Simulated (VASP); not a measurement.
# WSe2 (P6_3/mmc) in VASP: further runs, part 2 of 2

VASP 6.6.1.

### 3 Single point, PBE

INCAR

```
SYSTEM = WSe2
PREC     = Accurate       ! precision mode
ENCUT    = 520            ! plane-wave cutoff, eV
EDIFF    = 1E-6           ! SCF threshold, eV
ISMEAR   = 0              ! smearing method
SIGMA    = 0.01           ! smearing width, eV
LREAL    = .FALSE.        ! projectors in reciprocal space
LASPH    = .TRUE.         ! aspherical terms in the spheres
NELM     = 60             ! most SCF steps
ALGO     = Normal         ! electronic algorithm
ISIF     = 2              ! what is computed and relaxed
LWAVE    = .FALSE.        ! write WAVECAR
LCHARG   = .FALSE.        ! write CHGCAR
GGA      = PE             ! functional
NBANDS   = 35             ! bands
```

KPOINTS

```
regular mesh
0
G
  6 6 2
  0 0 0
```

POSCAR

```
WSe2
1.0
    3.2996674501      0.0000000000      0.0000000000
   -1.6498337251      2.8575958358      0.0000000000
    0.0000000000      0.0000000000     13.1487008971
W Se
2 4
Direct
    0.3333333333      0.6666666667      0.2500000000
    0.6666666667      0.3333333333      0.7500000000
    0.6666666667      0.3333333333      0.3766602602
    0.6666666667      0.3333333333      0.1233397398
    0.3333333333      0.6666666667      0.8766602602
    0.3333333333      0.6666666667      0.6233397398
```

Potentials or basis: VASP PAW PBE potentials, release 64 (W_sv, Se).

Launch:

```console
cat potpaw_PBE.64/W_sv/POTCAR potpaw_PBE.64/Se/POTCAR > POTCAR
mpirun -np 1 vasp_std > vasp.out
```

OUTCAR:

```text
SYSTEM = WSe2
   PREC = Accurate
   ENCUT = 520
   EDIFF = 1E-6
   ISMEAR = 0
   LREAL = .FALSE.
   LASPH = .TRUE.
   NELM = 60
   ISIF = 2
   GGA = PE

 ion  position               nearest neighbor table
   1  0.333  0.667  0.250-   3 2.53   4 2.53   3 2.53   4 2.53   3 2.53   4 2.53
   2  0.667  0.333  0.750-   5 2.53   6 2.53   5 2.53   6 2.53   5 2.53   6 2.53
   3  0.667  0.333  0.377-   1 2.53   1 2.53   1 2.53
   4  0.667  0.333  0.123-   1 2.53   1 2.53   1 2.53
   5  0.333  0.667  0.877-   2 2.53   2 2.53   2 2.53
   6  0.333  0.667  0.623-   2 2.53   2 2.53   2 2.53

  LATTYP: Found a hexagonal cell.
 ALAT       =     3.2996674501
 C/A-ratio  =     3.9848563820

  Lattice vectors:

 A1 = (   3.2996674501,   0.0000000000,   0.0000000000)
 A2 = (  -1.6498337251,   2.8575958358,   0.0000000000)
 A3 = (   0.0000000000,   0.0000000000,  13.1487008971)

Analysis of symmetry for initial positions (statically):
=====================================================================
 Subroutine PRICEL returns:
 Original cell was already a primitive cell.

 Routine SETGRP: Setting up the symmetry group for a
 hexagonal supercell.

 Subroutine GETGRP returns: Found 24 space group operations
 (whereof 12 operations were pure point group operations)
 out of a pool of 24 trial point group operations.

The static configuration has the point symmetry D_3d.
 The point group associated with its full space group is D_6h.

Analysis of symmetry for dynamics (positions and initial velocities):
=====================================================================
 Subroutine PRICEL returns:
 Original cell was already a primitive cell.

 Routine SETGRP: Setting up the symmetry group for a
 hexagonal supercell.

 Subroutine GETGRP returns: Found 24 space group operations
 (whereof 12 operations were pure point group operations)
 out of a pool of 24 trial point group operations.

The dynamic configuration has the point symmetry D_3d.
 The point group associated with its full space group is D_6h.

 Subroutine INISYM returns: Found 24 space group operations
 (whereof 12 operations are pure point group operations),
 and found     1 'primitive' translations

----------------------------------------------------------------------------------------

                                     Primitive cell

  volume of cell :     123.9806

  direct lattice vectors                    reciprocal lattice vectors
     3.299667450  0.000000000  0.000000000     0.303060843  0.174972259  0.000000000
    -1.649833725  2.857595836  0.000000000     0.000000000  0.349944519  0.000000000
     0.000000000  0.000000000 13.148700897     0.000000000  0.000000000  0.076053141

  length of vectors
     3.299667450  3.299667450 13.148700897     0.349944519  0.349944519  0.076053141

  position of ions in fractional coordinates (direct lattice)
     0.333333333  0.666666667  0.250000000
     0.666666667  0.333333333  0.750000000
     0.666666667  0.333333333  0.376660260
     0.666666667  0.333333333  0.123339740
     0.333333333  0.666666667  0.876660260
     0.333333333  0.666666667  0.623339740

  ion indices of the primitive-cell ions
   primitive index   ion index
                 1           1
                 2           2
[... 38 lines left out ...]
  0.333333  0.166667  0.000000     12.000000
  0.333333  0.333333  0.000000      2.000000
  0.000000  0.000000  0.500000      1.000000
  0.166667  0.000000  0.500000      6.000000
  0.333333  0.000000  0.500000      6.000000
  0.500000  0.000000  0.500000      3.000000
  0.166667  0.166667  0.500000      6.000000
  0.333333  0.166667  0.500000     12.000000
  0.333333  0.333333  0.500000      2.000000
   k-points           NKPTS =     14   k-points in BZ     NKDIM =     14   number of bands    NBANDS=     35
   number of dos      NEDOS =    301   number of ions     NIONS =      6
   total plane-waves  NPLWV =  76832
   dimension x,y,z NGX =    28 NGY =   28 NGZ =   98
   dimension x,y,z NGXF=    56 NGYF=   56 NGZF=  196
   ions per type =               2   4
   NGX,Y,Z   is equivalent  to a cutoff of  14.11, 14.11, 12.39 a.u.
   NGXF,Y,Z  is equivalent  to a cutoff of  28.21, 28.21, 24.78 a.u.
 SYSTEM =  WSe2
   PREC   = accura    normal or accurate (medium, high low for compatibility)
   ISTART =      0    job   : 0-new  1-cont  2-samecut
   ICHARG =      2    charge: 1-file 2-atom 10-const
   ISPIN  =      1    spin polarized calculation?
   LNONCOLLINEAR =      F non collinear calculations
   LSORBIT =      F    spin-orbit coupling
   LASPH  =      T    aspherical Exc in radial PAW
   ENCUT  =  520.0 eV  38.22 Ry    6.18 a.u.   6.14  6.14 24.45*2*pi/ulx,y,z
   NELM   =     60;   NELMIN=  2; NELMDL= -5     # of ELM steps
   EDIFF  = 0.1E-05   stopping-criterion for ELM
   LREAL  =      F    real-space projection
   EDIFFG = 0.1E-04   stopping-criterion for IOM
   NSW    =      0    number of steps for IOM
   IBRION =     -1    ionic relax: 0-MD 1-quasi-New 2-CG
   NFREE  =      0    steps in history (QN), initial steepest desc. (CG)
   ISIF   =      2    stress and relaxation
   ISYM   =      2    0-nonsym 1-usesym 2-fastsym
   POTIM  = 0.5000    time-step for ionic-motion
   TEBEG  =    0.0;   TEEND  =   0.0 temperature during run
   PSTRESS=    0.0 pullay stress
   NELECT =      52.0000    total number of electrons
   NUPDOWN=      -1.0000    fix difference up-down
   EMIN   =  10.00;   EMAX   =-10.00  energy-range for DOS
   EFERMI =   0.00;   METHOD = LEGACY
   ISMEAR =     0;   SIGMA  =   0.01  broadening in eV -4-tet -1-fermi 0-gaus
   EFERMI_NEDOS =   21; number of points for ismear=-14 and -15
   IALGO  =     38    algorithm
   IMIX   =      4    mixing-type and parameters
     AMIX     =   0.40;   BMIX     =  1.00
     AMIX_MAG =   1.60;   BMIX_MAG =  1.00
  volume/ion in A,a.u.               =      20.66       139.44
  Fermi-wavevector in a.u.,A,eV,Ry     =   1.225438  2.315742 20.431845  1.501698
  Thomas-Fermi vector in A             =   2.360476
   LORBIT       =      0    0 simple, 1 ext, 2 COOP (PROOUT), +10 PAW based schemes
   GGA     = PE    functional components
   LHFCALC =     F    Hartree Fock is set to
   AEXX    =    0.0000 exact exchange contribution
   IVDW    =     0    specifies the selected vdW correction
   LEPSILON=     F    determine dielectric tensor
   LRPA    =     F    only Hartree local field effects (RPA)
 non-spin polarized calculation
 Gauss-broadening in eV      SIGMA  =   0.01
  energy-cutoff  :      520.00
  volume of cell :      123.98
 maximum number of plane-waves:      3378
 NGX is ok and might be reduce to    28
   NGX = 13   NGY = 13   NGZ = 49

 number of electron      51.9999996 magnetization

 Free energy of the ion-electron system (eV)
  ---------------------------------------------------
  ext. energy  EPLUGINS =         0.00000000
  ---------------------------------------------------
  free energy    TOTEN  =       -43.15799839 eV

  energy without entropy =      -43.15799839  energy(sigma->0) =      -43.15799839

 E-fermi :   6.1590     XC(G=0): -10.6223

 val. band max:        6.0377484128   @ k =   0.0000   0.0000   0.0000
 cond. band min:       7.0778309855   @ k =   0.1667   0.1667   0.0000
 fundamental gap:      1.0400825727
 Fermi energy:         6.1590076683

 k-point     1 :       0.0000    0.0000    0.0000
  band No.  band energies     occupation
      1     -68.2837      2.00000
      2     -68.2837      2.00000
      3     -32.5275      2.00000
      4     -32.5275      2.00000
      5     -32.4086      2.00000
      6     -32.4086      2.00000
[... 521 lines left out ...]
     34      10.4421      0.00000
     35      12.1429      0.00000

------------------------ aborting loop because EDIFF is reached ----------------------------------------

  FORCE on cell =-STRESS in cart. coord.  units (eV):
  Direction    XX          YY          ZZ          XY          YZ          ZX
  --------------------------------------------------------------------------------------
  -------------------------------------------------------------------------------------
  Total        2.3968214      2.3968214      3.7446768     -0.0000000     -0.0000000      0.0000000
  in kB       30.9736537     30.9736537     48.3917247     -0.0000000     -0.0000000      0.0000000
  external PRESSURE =      36.7796774 kB  Pullay stress =       0.0000000 kB

 VOLUME and BASIS-vectors are now :
 -----------------------------------------------------------------------------
  energy-cutoff  :      520.00
  volume of cell :      123.98
      direct lattice vectors                 reciprocal lattice vectors
     3.299667450  0.000000000  0.000000000     0.303060843  0.174972259  0.000000000
    -1.649833725  2.857595836  0.000000000     0.000000000  0.349944519  0.000000000
     0.000000000  0.000000000 13.148700897     0.000000000  0.000000000  0.076053141

 POSITION                                       TOTAL-FORCE (eV/Angst)
 -----------------------------------------------------------------------------------
     -0.00000      1.90506      3.28718         0.000000      0.000000      0.000000
      1.64983      0.95253      9.86153        -0.000000     -0.000000      0.000000
      1.64983      0.95253      4.95259        -0.000000      0.000000      0.328697
      1.64983      0.95253      1.62176        -0.000000      0.000000     -0.328697
     -0.00000      1.90506     11.52694        -0.000000     -0.000000      0.328697
     -0.00000      1.90506      8.19611         0.000000     -0.000000     -0.328697
 -----------------------------------------------------------------------------------
    total drift:                               -0.000000      0.000000     -0.000000

  FREE ENERGIE OF THE ION-ELECTRON SYSTEM (eV)
  ---------------------------------------------------
  free  energy   TOTEN  =       -43.1579983905 eV

  energy  without entropy=      -43.1579983905  energy(sigma->0) =      -43.15799839
```

Wall time 56 s (1 thread of Intel Xeon Platinum 8559C (Emerald Rapids), shared host); peak memory 0.28 GiB.

Results:

```
Free energy            : -43.1580 eV
Pressure               : 3.7 GPa
Largest force          : 0.329 eV/Å
Band gap on the k mesh : 1.04 eV, indirect (least direct gap 1.49 eV)
```

Forces in eV/Å, atoms in the order of the input:
```
W    0.000  0.000  0.000
W    0.000  0.000  0.000
Se   0.000  0.000  0.329
Se   0.000  0.000 -0.329
Se   0.000  0.000  0.329
Se   0.000  0.000 -0.329
```

Stress tensor (GPa, compression positive):
```
3.10 0.00 0.00
0.00 3.10 0.00
0.00 0.00 4.84
```

Levels at points of the mesh, in eV from the valence-band top:
| k point | band 24 | band 25 | band 26 | band 27 | band 28 | band 29 |
| --- | --- | --- | --- | --- | --- | --- |
| (0.00, 0.00, 0.00) | -1.15 | -1.03 | 0.00 | 2.64 | 2.64 | 2.68 |
| (0.50, 0.00, 0.00) | -1.36 | -1.26 | -1.16 | 2.10 | 2.13 | 2.34 |
| (0.00, 0.00, 0.50) | -1.55 | -0.22 | -0.22 | 2.65 | 2.65 | 2.65 |
| (0.50, 0.00, 0.50) | -1.31 | -1.26 | -1.26 | 2.12 | 2.12 | 2.50 |

Caveat: spin-orbit coupling is left out, which moves the levels of the heavy elements; this functional lacks dispersion, which binds the layers, so the pressure and a relaxed spacing across them are unreliable.

### 4 Single point, r2SCAN

POSCAR is that of step 3.

INCAR.step1

```
  PREC = Accurate
  ENCUT = 520
  ISMEAR = 0
  SIGMA = 0.01
  LREAL = False
  LASPH = True
  NELM = 80
  NBANDS = 35
  GGA = PE
  ALGO = Normal
  EDIFF = 1E-4
  LWAVE = True
  LCHARG = False
```

INCAR.step2

```
  PREC = Accurate
  ENCUT = 520
  EDIFF = 1E-6
  ISMEAR = 0
  SIGMA = 0.01
  LREAL = False
  LASPH = True
  NELM = 80
  ALGO = Normal
  ISIF = 2
  LWAVE = False
  LCHARG = False
  METAGGA = R2SCAN
  LMIXTAU = True
  NBANDS = 35
  ISTART = 1
```

KPOINTS

```
regular mesh
0
Gamma
  6 6 2
```

Potentials or basis: VASP PAW PBE potentials, release 64 (W_sv, Se).

Launch:

```console
cat potpaw_PBE.64/W_sv/POTCAR potpaw_PBE.64/Se/POTCAR > POTCAR
cp INCAR.step1 INCAR
mpirun -np 1 vasp_std > vasp.out
cp INCAR.step2 INCAR
mpirun -np 1 vasp_std > vasp.out
```

OUTCAR:

```text
PREC = Accurate
   ENCUT = 520
   EDIFF = 1E-6
   ISMEAR = 0
   LREAL = False
   LASPH = True
   NELM = 80
   ISIF = 2
   METAGGA = R2SCAN
   ISTART = 1

 ion  position               nearest neighbor table
   1  0.333  0.667  0.250-   3 2.53   4 2.53   3 2.53   4 2.53   3 2.53   4 2.53
   2  0.667  0.333  0.750-   5 2.53   6 2.53   5 2.53   6 2.53   5 2.53   6 2.53
   3  0.667  0.333  0.377-   1 2.53   1 2.53   1 2.53
   4  0.667  0.333  0.123-   1 2.53   1 2.53   1 2.53
   5  0.333  0.667  0.877-   2 2.53   2 2.53   2 2.53
   6  0.333  0.667  0.623-   2 2.53   2 2.53   2 2.53

  LATTYP: Found a hexagonal cell.
 ALAT       =     3.2996674501
 C/A-ratio  =     3.9848563820

  Lattice vectors:

 A1 = (   3.2996674501,   0.0000000000,   0.0000000000)
 A2 = (  -1.6498337251,   2.8575958358,   0.0000000000)
 A3 = (   0.0000000000,   0.0000000000,  13.1487008971)

Analysis of symmetry for initial positions (statically):
=====================================================================
 Subroutine PRICEL returns:
 Original cell was already a primitive cell.
[... 171 lines left out ...]

 val. band max:        5.8648772943   @ k =   0.0000   0.0000   0.0000
 cond. band min:       7.0264510684   @ k =   0.1667   0.1667   0.0000
 fundamental gap:      1.1615737741
 Fermi energy:         5.9386692489

 k-point     1 :       0.0000    0.0000    0.0000
  band No.  band energies     occupation
      1     -70.4419      2.00000
      2     -70.4419      2.00000
      3     -34.0347      2.00000
      4     -34.0346      2.00000
      5     -33.9137      2.00000
      6     -33.9137      2.00000
[... 521 lines left out ...]
     34      10.5644      0.00000
     35      12.3601      0.00000

------------------------ aborting loop because EDIFF is reached ----------------------------------------

  FORCE on cell =-STRESS in cart. coord.  units (eV):
  Direction    XX          YY          ZZ          XY          YZ          ZX
  --------------------------------------------------------------------------------------
  -------------------------------------------------------------------------------------
  Total        1.3057323      1.3057323      1.2382670     -0.0000000      0.0000000     -0.0000000
  in kB       16.8737232     16.8737232     16.0018820     -0.0000000      0.0000000     -0.0000000
  external PRESSURE =      16.5831095 kB  Pullay stress =       0.0000000 kB

 VOLUME and BASIS-vectors are now :
 -----------------------------------------------------------------------------
  energy-cutoff  :      520.00
  volume of cell :      123.98
      direct lattice vectors                 reciprocal lattice vectors
     3.299667450  0.000000000  0.000000000     0.303060843  0.174972259  0.000000000
    -1.649833725  2.857595836  0.000000000     0.000000000  0.349944519  0.000000000
     0.000000000  0.000000000 13.148700897     0.000000000  0.000000000  0.076053141

 POSITION                                       TOTAL-FORCE (eV/Angst)
 -----------------------------------------------------------------------------------
     -0.00000      1.90506      3.28718        -0.000000      0.000000     -0.000000
      1.64983      0.95253      9.86153         0.000000     -0.000000     -0.000000
      1.64983      0.95253      4.95259         0.000000     -0.000000      0.011827
      1.64983      0.95253      1.62176         0.000000     -0.000000     -0.011827
     -0.00000      1.90506     11.52694        -0.000000      0.000000      0.011827
     -0.00000      1.90506      8.19611        -0.000000      0.000000     -0.011827
 -----------------------------------------------------------------------------------
    total drift:                               -0.000000      0.000000     -0.000000

  FREE ENERGIE OF THE ION-ELECTRON SYSTEM (eV)
  ---------------------------------------------------
  free  energy   TOTEN  =      -163.5610422391 eV

  energy  without entropy=     -163.5610422391  energy(sigma->0) =     -163.56104224
```

OUTCAR.step1:

```text
PREC = Accurate
   ENCUT = 520
   ISMEAR = 0
   LREAL = False
   LASPH = True
[... 758 lines left out ...]
      1.64983      0.95253      4.95259        -0.000000      0.000000      0.324394
      1.64983      0.95253      1.62176         0.000000     -0.000000     -0.324394
     -0.00000      1.90506     11.52694         0.000000      0.000000      0.324394
     -0.00000      1.90506      8.19611         0.000000      0.000000     -0.324394
 -----------------------------------------------------------------------------------
    total drift:                               -0.000000      0.000000     -0.000000

  FREE ENERGIE OF THE ION-ELECTRON SYSTEM (eV)
  ---------------------------------------------------
  free  energy   TOTEN  =       -43.1579830886 eV

  energy  without entropy=      -43.1579830886  energy(sigma->0) =      -43.15798309
```

OSZICAR.step1:

```text
N       E                     dE             d eps       ncg     rms          rms(c)
DAV:   1     0.511222303988E+03    0.51122E+03   -0.27958E+04  1084   0.144E+03
DAV:   2    -0.127724250565E+02   -0.52399E+03   -0.50623E+03  1141   0.392E+02
DAV:   3    -0.443842847049E+02   -0.31612E+02   -0.31081E+02  1200   0.922E+01
DAV:   4    -0.450665872460E+02   -0.68230E+00   -0.67941E+00  1154   0.140E+01
DAV:   5    -0.450758559776E+02   -0.92687E-02   -0.92630E-02  1193   0.175E+00    0.298E+01
DAV:   6    -0.435453483327E+02    0.15305E+01   -0.59313E+00  1093   0.161E+01    0.106E+01
DAV:   7    -0.433255368519E+02    0.21981E+00   -0.27777E+00  1038   0.793E+00    0.562E+00
DAV:   8    -0.431568367572E+02    0.16870E+00   -0.35929E-01  1102   0.417E+00    0.124E+00
DAV:   9    -0.431593259554E+02   -0.24892E-02   -0.51896E-02  1177   0.113E+00    0.875E-01
DAV:  10    -0.431580224561E+02    0.13035E-02   -0.12002E-02  1085   0.733E-01    0.138E-01
DAV:  11    -0.431580156638E+02    0.67923E-05   -0.16157E-03  1089   0.253E-01    0.173E-01
DAV:  12    -0.431579830886E+02    0.32575E-04   -0.54378E-05   614   0.499E-02
   1 F= -.43157983E+02 E0= -.43157983E+02  d E =-.180903E-68
```

Run time: 3.1 min. Hardware: 1 thread of Intel Xeon Platinum 8559C (Emerald Rapids), shared host; peak memory 0.31 GiB.

What came out:

```
Free energy            : -163.5610 eV
Pressure               : 1.7 GPa
Largest force          : 0.012 eV/Å
Band gap on the k mesh : 1.16 eV, indirect (least direct gap 1.61 eV)
```

Forces on the atoms (eV/Å):
```
W    0.000  0.000  0.000
W    0.000  0.000  0.000
Se   0.000  0.000  0.012
Se   0.000  0.000 -0.012
Se   0.000  0.000  0.012
Se   0.000  0.000 -0.012
```

Levels at points of the mesh, in eV from the valence-band top:
```
           k point  band 23  band 24  band 25  band 26  band 27  band 28  band 29  band 30
(0.00, 0.00, 0.00)    -1.66    -1.29    -1.05     0.00     2.76     2.76     2.81     2.81
(0.50, 0.00, 0.00)    -1.51    -1.47    -1.33    -1.30     2.22     2.25     2.46     2.74
(0.00, 0.00, 0.50)    -1.68    -1.68    -0.25    -0.25     2.77     2.77     2.77     2.77
(0.50, 0.00, 0.50)    -1.41    -1.41    -1.39    -1.39     2.23     2.23     2.62     2.62
```

Caveat: the PAW data sets were made with another functional, which shifts forces and pressure a little; spin-orbit coupling is left out, which moves the levels of the heavy elements. r2SCAN opens gaps a little over a GGA but as a rule still falls short of measured ones.
